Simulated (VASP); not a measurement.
# Au (Fm-3m) in VASP: notebook

Au is run at these levels: PBEsol; tasks: single point, relaxation of cell and atoms.

Program: VASP 6.6.1. These are calculated values, not measurements. Logs are shortened: lines on timing, memory, paths and dates and some standing lists are left out, and cuts for length are marked.

## 1. The cell of the first run

It takes space group Fm-3m (No. 225, cubic). Conventional cell: a = 4.082 Å, b = 4.082 Å, c = 4.082 Å, α = 90.00°, β = 90.00°, γ = 90.00°. Within 3.8 Å of Au (site symmetry m-3m) lie 12 Au at 2.89 Å.

## 2. Single point, PBEsol

File INCAR:

```
SYSTEM = Au
  PREC = Accurate
  ENCUT = 520
  EDIFF = 1E-6
  ISMEAR = 0
  SIGMA = 0.1
  LREAL = .False.
  LASPH = .True.
  NELM = 80
  ALGO = Fast
  ISIF = 2
  LWAVE = .False.
  LCHARG = .True.
  GGA = PS
  LELF = .True.
  LVHAR = .True.
  NBANDS = 12
```

File KPOINTS:

```
Automatic mesh
0
Gamma
  34 34 34
  0 0 0
```

File POSCAR:

```
Au
1.0
    0.0000000000      2.0412228929      2.0412228929
    2.0412228929      0.0000000000      2.0412228929
    2.0412228929      2.0412228929      0.0000000000
Au
1
Direct
    0.0000000000      0.0000000000      0.0000000000
```

Potentials or basis: VASP PAW PBE potentials, release 64 (Au).

On the command line:

```console
> cat potpaw_PBE.64/Au/POTCAR > POTCAR
> mpirun -np 1 vasp_std > vasp.out
```

OUTCAR:

```text
SYSTEM = Au
   PREC = Accurate
   ENCUT = 520
   EDIFF = 1E-6
   ISMEAR = 0
   LREAL = .False.
   LASPH = .True.
   NELM = 80
   ISIF = 2
   GGA = PS

 ion  position               nearest neighbor table
   1  0.000  0.000  0.000-

  LATTYP: Found a face centered cubic cell.
 ALAT       =     4.0824457858

  Lattice vectors:

 A1 = (   0.0000000000,   2.0412228929,   2.0412228929)
 A2 = (   2.0412228929,   0.0000000000,   2.0412228929)
 A3 = (   2.0412228929,   2.0412228929,   0.0000000000)

Analysis of symmetry for initial positions (statically):
=====================================================================
 Subroutine PRICEL returns:
 Original cell was already a primitive cell.

 Routine SETGRP: Setting up the symmetry group for a
 face centered cubic supercell.

 Subroutine GETGRP returns: Found 48 space group operations
 (whereof 48 operations were pure point group operations)
 out of a pool of 48 trial point group operations.

The static configuration has the point symmetry O_h .

Analysis of symmetry for dynamics (positions and initial velocities):
=====================================================================
 Subroutine PRICEL returns:
 Original cell was already a primitive cell.

 Routine SETGRP: Setting up the symmetry group for a
 face centered cubic supercell.

 Subroutine GETGRP returns: Found 48 space group operations
 (whereof 48 operations were pure point group operations)
 out of a pool of 48 trial point group operations.

The dynamic configuration has the point symmetry O_h .

 Subroutine INISYM returns: Found 48 space group operations
 (whereof 48 operations are pure point group operations),
 and found     1 'primitive' translations

----------------------------------------------------------------------------------------

                                     Primitive cell

  volume of cell :      17.0099

  direct lattice vectors                    reciprocal lattice vectors
     0.000000000  2.041222893  2.041222893    -0.244951201  0.244951201  0.244951201
     2.041222893  0.000000000  2.041222893     0.244951201 -0.244951201  0.244951201
     2.041222893  2.041222893  0.000000000     0.244951201  0.244951201 -0.244951201

  length of vectors
     2.886725099  2.886725099  2.886725099     0.424267926  0.424267926  0.424267926

  position of ions in fractional coordinates (direct lattice)
     0.000000000  0.000000000  0.000000000

  ion indices of the primitive-cell ions
   primitive index   ion index
                 1           1

----------------------------------------------------------------------------------------

 KPOINTS: Automatic mesh

Automatic generation of k-mesh.
 Grid dimensions read from file:
 generate k-points for:   34   34   34

 Generating k-lattice:

  Cartesian coordinates                     Fractional coordinates (reciprocal lattice)
    -0.007204447  0.007204447  0.007204447     0.029411765  0.000000000  0.000000000
     0.007204447 -0.007204447  0.007204447     0.000000000  0.029411765  0.000000000
     0.007204447  0.007204447 -0.007204447     0.000000000  0.000000000  0.029411765

  Length of vectors
     0.012478468  0.012478468  0.012478468

  Shift w.r.t. Gamma in fractional coordinates (k-lattice)
     0.000000000  0.000000000  0.000000000

 Subroutine IBZKPT returns following result:
 ===========================================

 Found   1059 irreducible k-points:

 Following reciprocal coordinates:
            Coordinates               Weight
  0.000000  0.000000  0.000000      1.000000
  0.029412  0.000000  0.000000      8.000000
  0.058824  0.000000  0.000000      8.000000
  0.088235  0.000000  0.000000      8.000000
  0.117647  0.000000  0.000000      8.000000
  0.147059  0.000000  0.000000      8.000000
[... 16 lines left out ...]
  0.147059  0.029412  0.000000     24.000000
  0.176471  0.029412  0.000000     24.000000
 [... further k-points ...]
   k-points           NKPTS =   1059   k-points in BZ     NKDIM =   1059   number of bands    NBANDS=     12
   number of dos      NEDOS =    301   number of ions     NIONS =      1
   total plane-waves  NPLWV =  13824
   dimension x,y,z NGX =    24 NGY =   24 NGZ =   24
   dimension x,y,z NGXF=    48 NGYF=   48 NGZF=   48
   ions per type =               1
   NGX,Y,Z   is equivalent  to a cutoff of  13.82, 13.82, 13.82 a.u.
   NGXF,Y,Z  is equivalent  to a cutoff of  27.64, 27.64, 27.64 a.u.
 SYSTEM =  Au
   PREC   = accura    normal or accurate (medium, high low for compatibility)
   ISTART =      0    job   : 0-new  1-cont  2-samecut
   ICHARG =      2    charge: 1-file 2-atom 10-const
   ISPIN  =      1    spin polarized calculation?
   LNONCOLLINEAR =      F non collinear calculations
   LSORBIT =      F    spin-orbit coupling
   LASPH  =      T    aspherical Exc in radial PAW
   ENCUT  =  520.0 eV  38.22 Ry    6.18 a.u.   5.37  5.37  5.37*2*pi/ulx,y,z
   NELM   =     80;   NELMIN=  2; NELMDL= -5     # of ELM steps
   EDIFF  = 0.1E-05   stopping-criterion for ELM
   LREAL  =      F    real-space projection
   EDIFFG = 0.1E-04   stopping-criterion for IOM
   NSW    =      0    number of steps for IOM
   IBRION =     -1    ionic relax: 0-MD 1-quasi-New 2-CG
   NFREE  =      0    steps in history (QN), initial steepest desc. (CG)
   ISIF   =      2    stress and relaxation
   ISYM   =      2    0-nonsym 1-usesym 2-fastsym
   POTIM  = 0.5000    time-step for ionic-motion
   TEBEG  =    0.0;   TEEND  =   0.0 temperature during run
   PSTRESS=    0.0 pullay stress
   NELECT =      11.0000    total number of electrons
   NUPDOWN=      -1.0000    fix difference up-down
   EMIN   =  10.00;   EMAX   =-10.00  energy-range for DOS
   EFERMI =   0.00;   METHOD = LEGACY
   ISMEAR =     0;   SIGMA  =   0.10  broadening in eV -4-tet -1-fermi 0-gaus
   EFERMI_NEDOS =   21; number of points for ismear=-14 and -15
   IALGO  =     68    algorithm
   IMIX   =      4    mixing-type and parameters
     AMIX     =   0.40;   BMIX     =  1.00
     AMIX_MAG =   1.60;   BMIX_MAG =  1.00
  volume/ion in A,a.u.               =      17.01       114.79
  Fermi-wavevector in a.u.,A,eV,Ry     =   1.415702  2.675290 27.268977  2.004213
  Thomas-Fermi vector in A             =   2.537113
   LORBIT       =      0    0 simple, 1 ext, 2 COOP (PROOUT), +10 PAW based schemes
   GGA     = PS    functional components
   LHFCALC =     F    Hartree Fock is set to
   AEXX    =    0.0000 exact exchange contribution
   IVDW    =     0    specifies the selected vdW correction
   LEPSILON=     F    determine dielectric tensor
   LRPA    =     F    only Hartree local field effects (RPA)
 non-spin polarized calculation
 RMM-DIIS sequential band-by-band and
 Gauss-broadening in eV      SIGMA  =   0.10
  energy-cutoff  :      520.00
  volume of cell :       17.01
 maximum number of plane-waves:       473
 NGX is ok and might be reduce to    24
   NGX = 11   NGY = 11   NGZ = 11

 number of electron      11.0000000 magnetization

 Free energy of the ion-electron system (eV)
  ---------------------------------------------------
  ext. energy  EPLUGINS =         0.00000000
  ---------------------------------------------------
  free energy    TOTEN  =        -3.92490537 eV

  energy without entropy =       -3.92379954  energy(sigma->0) =       -3.92435246

 E-fermi :   9.3266     XC(G=0): -12.8961

 val. band max:        9.3130374156   @ k =   0.4706   0.4118   0.0294
 cond. band min:       9.3374610380   @ k =   0.5000   0.3235   0.1176
 fundamental gap:      0.0244236224
 Fermi energy:         9.3266460628

 k-point     1 :       0.0000    0.0000    0.0000
  band No.  band energies     occupation
      1      -0.6314      2.00000
      2       4.6187      2.00000
      3       4.6187      2.00000
      4       4.6187      2.00000
      5       6.1534      2.00000
      6       6.1534      2.00000
      7      23.8071      0.00000
      8      27.8120      0.00000
      9      27.8120      0.00000
     10      27.8120      0.00000
     11      32.6849      0.00000
     12      37.3679      0.00000

 k-point     2 :       0.0294    0.0000    0.0000
  band No.  band energies     occupation
      1      -0.6010      2.00000
      2       4.6082      2.00000
      3       4.6295      2.00000
      4       4.6295      2.00000
      5       6.1482      2.00000
      6       6.1482      2.00000
      7      23.8445      0.00000
      8      27.5901      0.00000
      9      27.8487      0.00000
     10      27.8487      0.00000
     11      32.8931      0.00000
     12      36.8179      0.00000

 k-point     3 :       0.0588    0.0000    0.0000
  band No.  band energies     occupation
      1      -0.5102      2.00000
      2       4.5781      2.00000
      3       4.6608      2.00000
      4       4.6608      2.00000
      5       6.1340      2.00000
      6       6.1340      2.00000
      7      23.9517      0.00000
      8      27.0189      0.00000
      9      27.9571      0.00000
     10      27.9571      0.00000
     11      33.3543      0.00000
     12      35.9351      0.00000
[... 286 lines left out ...]
 k-point    23 :       0.1471    0.0294    0.0000
  band No.  band energies     occupation
      1       0.0318      2.00000
      2       4.4177      2.00000
      3       4.8220      2.00000
      4       4.8311      2.00000
      5       6.0097      2.00000
      6       6.1654      2.00000
      7      24.2306      0.00000
      8      25.0137      0.00000
      9      28.1753      0.00000
     10      28.7660      0.00000
     11      32.3357      0.00000
     12      34.3883      0.00000

 k-point    24 :       0.1765    0.0294    0.0000
  band No.  band energies     occupation
      1       0.3115      2.00000
      2       4.3694      2.00000
      3       4.8779      2.00000
      4       4.8854      2.00000
      5       6.0070      2.00000
      6       6.1881      2.00000
      7      23.5170      0.00000
      8      24.9294      0.00000
      9      28.3504      0.00000
     10      29.1478      0.00000
     11      31.5698      0.00000
     12      33.7335      0.00000

 [... further k-points ...]

------------------------ aborting loop because EDIFF is reached ----------------------------------------

  FORCE on cell =-STRESS in cart. coord.  units (eV):
  Direction    XX          YY          ZZ          XY          YZ          ZX
  --------------------------------------------------------------------------------------
  -------------------------------------------------------------------------------------
  Total       -0.0231652     -0.0231652     -0.0231652     -0.0000000      0.0000000      0.0000000
  in kB       -2.1819552     -2.1819552     -2.1819552     -0.0000000      0.0000000      0.0000000
  external PRESSURE =      -2.1819552 kB  Pullay stress =       0.0000000 kB

 VOLUME and BASIS-vectors are now :
 -----------------------------------------------------------------------------
  energy-cutoff  :      520.00
  volume of cell :       17.01
      direct lattice vectors                 reciprocal lattice vectors
     0.000000000  2.041222893  2.041222893    -0.244951201  0.244951201  0.244951201
     2.041222893  0.000000000  2.041222893     0.244951201 -0.244951201  0.244951201
     2.041222893  2.041222893  0.000000000     0.244951201  0.244951201 -0.244951201

 POSITION                                       TOTAL-FORCE (eV/Angst)
 -----------------------------------------------------------------------------------
      0.00000      0.00000      0.00000         0.000000      0.000000      0.000000
 -----------------------------------------------------------------------------------
    total drift:                               -0.000000      0.000000     -0.000000

  FREE ENERGIE OF THE ION-ELECTRON SYSTEM (eV)
  ---------------------------------------------------
  free  energy   TOTEN  =        -3.9249053682 eV

  energy  without entropy=       -3.9237995443  energy(sigma->0) =       -3.92435246
```

Wall time 59 s (1 thread of Intel Xeon 6975P-C (Granite Rapids), shared host); peak memory 0.32 GiB.

What came out:

```yaml
Free_energy: -3.9249 eV
Pressure: -0.2 GPa
Band_gap_on_the_k_mesh: zero (an odd number of electrons rules out a gap without spin polarisation)
```

Caveat: the PAW data sets were made with another functional, which shifts forces and pressure a little; spin-orbit coupling is left out, which moves the levels of the heavy elements.

## 3. Relaxation of cell and atoms, PBEsol

File INCAR:

```
SYSTEM = Au
  PREC = Accurate
  ENCUT = 600
  EDIFF = 1E-7
  ISMEAR = 0
  SIGMA = 0.1
  LREAL = .False.
  LASPH = .True.
  NELM = 100
  ALGO = Fast
  ISIF = 3
  LWAVE = .False.
  LCHARG = .False.
  GGA = PS
  IBRION = 2
  NSW = 80
  EDIFFG = -0.003
```

File KPOINTS:

```
regular mesh
0
Gamma
  34 34 34
  0 0 0
```

File POSCAR:

```
Au
1.0
    0.0000000000      2.0400000000      2.0400000000
    2.0400000000      0.0000000000      2.0400000000
    2.0400000000      2.0400000000      0.0000000000
Au
1
Direct
    0.0000000000      0.0000000000      0.0000000000
```

Potentials or basis: VASP PAW PBE potentials, release 64 (Au).

On the command line:

```console
> cat potpaw_PBE.64/Au/POTCAR > POTCAR
> mpirun -np 1 vasp_std > vasp.out
```

Run time: 96 s. Hardware: 1 thread of Intel Xeon 6975P-C (Granite Rapids), shared host; peak memory 0.34 GiB.

The run converged. Its results:

| Item | Value |
| --- | --- |
| Free energy | -3.9248 eV |
| Relaxed volume | 16.99 Å³/atom |
| Relaxed cell | a = 2.886 Å, b = 2.886 Å, c = 2.886 Å, α = 60.00°, β = 60.00°, γ = 60.00° |
| Space group after relaxing (to 0.1 Å) | Fm-3m (No. 225) |
| Energy gained by relaxing | 0.0 meV/atom |
| Ionic steps | 3 |
| Pressure after relaxing | 0.0 GPa |
| Band gap on the k mesh | zero (an odd number of electrons rules out a gap without spin polarisation) |

Final structure:
```
Au
1.0
     0.00000    2.04047    2.04047
     2.04047    0.00000    2.04047
     2.04047    2.04047    0.00000
Au
1
Direct
  0.00000 0.00000 0.00000
```

Levels at points of the mesh, in eV from the Fermi level:
| k point | band 3 | band 4 | band 5 | band 6 | band 7 | band 8 | band 9 |
| --- | --- | --- | --- | --- | --- | --- | --- |
| (0.00, 0.00, 0.00) | -4.71 | -4.71 | -3.18 | -3.18 | 14.48 | 18.49 | 18.49 |
| (0.50, 0.00, 0.00) | -4.75 | -1.97 | -1.97 | -1.06 | 3.05 | 13.92 | 17.10 |
| (0.50, 0.50, 0.00) | -2.01 | -1.64 | -1.64 | 0.93 | 5.75 | 9.94 | 9.94 |

Caveat: the PAW data sets were made with another functional, which shifts forces and pressure a little; spin-orbit coupling is left out, which moves the levels of the heavy elements.

The gap in the log of VASP goes by the Fermi energy; the results here count the filled bands.